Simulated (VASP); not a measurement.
Crystal: TlCl.

```
Tl Cl
1.0
     3.83883    0.00000    0.00000
     0.00000    3.83883    0.00000
     0.00000    0.00000    3.83883
Tl Cl
1 1
Direct
  0.00000 0.00000 0.00000
  0.50000 0.50000 0.50000
```

Base run:

* Program: VASP 6.6.1
* Functional: r2SCAN
* Potentials or basis: VASP PAW PBE potentials, release 64 (Tl_d, Cl)
* Cutoff: 550 eV
* k mesh: 4 × 4 × 4
* Occupations: gaussian, width 0.01 eV
* Spin: no spin polarisation

Its results: band gap on the k mesh 2.51 eV; pressure 0.0 GPa.

Problem. The run is repeated on the same cell with these changes: functional from r2SCAN to PBE-based screened hybrid with 75 % exact exchange; cutoff from 550 eV to 400 eV. What comes out?

Solution. Band gap on the k mesh 4.48 eV; pressure 0.2 GPa.

Caveats: the PAW data sets were made with another functional, which shifts forces and pressure a little; spin-orbit coupling is left out, which moves the levels of the heavy elements.

A k mesh can miss the band edges.
